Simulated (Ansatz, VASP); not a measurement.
**Two plane-wave programs on Al2O3**

File INCAR:

```
SYSTEM = Al2O3
PREC = Accurate ; ENCUT = 520
EDIFF = 1E-7 ; ISMEAR = 0
SIGMA = 0.05 ; LREAL = .False.
LASPH = .True. ; NELM = 60
ALGO = Normal ; ISIF = 2
LWAVE = .False. ; LCHARG = .False.
GGA = PE ; NBANDS = 35
```

KPOINTS

```
Automatic mesh
0
Gamma
  6 6 6
  0 0 0
```

The input POSCAR:

```
Al2O3
1.0
    2.3529178629      1.3584577615      4.5660724047
   -2.3529178629      1.3584577615      4.5660724047
    0.0000000000     -2.7169155230      4.5660724047
Al O
4 6
Direct
    0.8483187546      0.8483187546      0.8483187546
    0.6516812454      0.6516812454      0.6516812454
    0.1516812454      0.1516812454      0.1516812454
    0.3483187546      0.3483187546      0.3483187546
    0.0561574040      0.4438425960      0.7500000000
    0.7500000000      0.0561574040      0.4438425960
    0.4438425960      0.7500000000      0.0561574040
    0.9438425960      0.5561574040      0.2500000000
    0.2500000000      0.9438425960      0.5561574040
    0.5561574040      0.2500000000      0.9438425960
```

Input for Ansatz:

```yaml
crystal:
  lattice:
    - [2.3529178629, 1.3584577615, 4.5660724047]
    - [-2.3529178629, 1.3584577615, 4.5660724047]
    - [0.0, -2.716915523, 4.5660724047]
  atoms:
    - { symbol: Al, position: [0.8483187546, 0.8483187546, 0.8483187546] }
    - { symbol: Al, position: [0.6516812454, 0.6516812454, 0.6516812454] }
    - { symbol: Al, position: [0.1516812454, 0.1516812454, 0.1516812454] }
    - { symbol: Al, position: [0.3483187546, 0.3483187546, 0.3483187546] }
    - { symbol: O, position: [0.056157404, 0.443842596, 0.75] }
    - { symbol: O, position: [0.75, 0.056157404, 0.443842596] }
    - { symbol: O, position: [0.443842596, 0.75, 0.056157404] }
    - { symbol: O, position: [0.943842596, 0.556157404, 0.25] }
    - { symbol: O, position: [0.25, 0.943842596, 0.556157404] }
    - { symbol: O, position: [0.556157404, 0.25, 0.943842596] }
basis:
  ecutwfc: 520.0
kpoints:
  mp_grid: { grid: [6, 6, 6] }
hamiltonian:
  xc: pbe
  pseudopotentials: { kind: paw, azcp: { folder: soft_1 } }
scf:
  occupations: { method: gaussian, width: 0.05 }
output:
  forces: true
  stress: true
  eigenvalues: true
```

Alike in both runs: task single point; functional PBE; k mesh 6 × 6 × 6; occupations gaussian, width 0.05 eV; no spin polarisation.

|  | VASP | Ansatz |
| --- | --- | --- |
| version | VASP 6.6.1 | Ansatz 0.2.0 |
| potentials or method | VASP PAW PBE potentials, release 64 (Al, O), cutoff 520 eV | scalar-relativistic, plane waves, PAW |
| valence electrons in the cell | 48 | 48 |

Ansatz gave:

* gap on the k mesh at the Fermi level (eV): 5.67
* least direct gap on the mesh (eV): 5.67
* pressure (GPa): 0.6
* traceless stress, the component that is largest in VASP (GPa): -15.71
* rms of the force components (eV/Å): 0.200

Estimate VASP's values.

gap on the k mesh at the Fermi level (eV): 5.66; least direct gap on the mesh (eV): 5.66; pressure (GPa): 0.6; traceless stress, the component that is largest in VASP (GPa): -15.72; rms of the force components (eV/Å): 0.204.

Atom by atom the forces differ by 0.004 eV/Å (rms over components). With one functional, cell and mesh, what is left measures potentials, basis and numerics.
